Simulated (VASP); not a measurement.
A run of VASP 6.6.1 is set up as follows.

File INCAR:

```
PREC = Accurate ; ENCUT = 520
EDIFF = 1E-6 ; ISMEAR = -1
SIGMA = 0.1 ; LREAL = F
LASPH = T ; NELM = 80
ALGO = Normal ; ISIF = 2
LWAVE = F ; LCHARG = F
GGA = PE ; NBANDS = 8
```

KPOINTS

```
regular mesh
0
Gamma
  16 16 15
```

Contents of POSCAR:

```
Li
1.0
    2.5907034305      0.0000000000      0.0000000000
   -1.2953517152      2.2436149845      0.0000000000
    0.0000000000      0.0000000000      2.3736037955
Li
1
Direct
    0.0000000000      0.0000000000      0.0000000000
```

Potentials or basis: VASP PAW PBE potentials, release 64 (Li_sv).

Launch:

```sh
$ cat potpaw_PBE.64/Li_sv/POTCAR > POTCAR
$ mpirun -np 1 vasp_std > vasp.out
```

**Question.** Predict the band gap on the k mesh.

**Answer.** Zero (an odd number of electrons rules out a gap without spin polarisation).
